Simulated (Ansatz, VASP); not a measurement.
# One calculation of InAs, two programs

```
In As
1.0
     0.00000    3.21099    3.21099
     3.21099    0.00000    3.21099
     3.21099    3.21099    0.00000
In As
1 1
Direct
  0.00000 0.00000 0.00000
  0.25000 0.25000 0.25000
```

Change from the starting cell: hydrostatic strain +5.1%.

Alike in both runs: task single point; functional HSE06; k mesh 6 × 6 × 6; occupations fermi-dirac, width 0.02 eV; no spin polarisation.

|  | VASP | Ansatz |
| --- | --- | --- |
| version | VASP 6.6.1 | Ansatz 0.2.0 |
| potentials or method | VASP PAW PBE potentials, release 64 (In_d, As) | plane waves, PAW |
| plane-wave cutoff (eV) | 520 | 420 |
| valence electrons in the cell | 18 | 28 |

|  | VASP | Ansatz | Ansatz less VASP |
| --- | --- | --- | --- |
| pressure (GPa) | -6.1 | -6.0 | +0.12 |

VASP's potentials hold 18 valence electrons a cell and Ansatz's 28, so a difference there can come from the potentials and not from the codes. Ansatz's warnings: filled band counts differ across k points, stress exchange threshold loose, stress scf threshold loose.
